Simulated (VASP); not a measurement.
ZnS: single point with r2SCAN

The system is ZnS.

```
Zn S
1.0
     2.65361    2.65361    0.00000
    -2.65361    2.65361    0.00000
     0.00000    2.65361    2.65361
Zn S
1 1
Direct
  0.75000 0.25000 0.50000
  0.00000 0.00000 0.00000
```

```json
{
 "Program": "VASP 6.6.1",
 "Task": "single point",
 "Functional": "r2SCAN",
 "Potentials or basis": "VASP PAW PBE potentials, release 64 (Zn, S)",
 "Cutoff": "520 eV",
 "k mesh": "8 × 8 × 8",
 "Occupations": "gaussian, width 0.01 eV",
 "Spin": "no spin polarisation"
}
```

```
Pressure               : 4.0 GPa
Band gap on the k mesh : 2.93 eV
```

Levels at points of the mesh, in eV from the valence-band top:
```csv
k point,band 7,band 8,band 9,band 10,band 11,band 12
"(0.00, 0.00, 0.00)",0.00,0.00,0.00,2.93,6.85,6.85
"(0.50, 0.00, 0.00)",-5.76,-0.97,-0.97,3.92,7.35,7.35
"(0.50, 0.50, 0.00)",-4.84,-2.49,-2.49,3.60,4.46,12.20
```

Wall time 110 s on 1 thread of Intel Xeon 8259CL, with other jobs on the host, peak memory 0.17 GiB.

Caveat: the cell stands under pressure; the PAW data sets were made with another functional, which shifts forces and pressure a little.
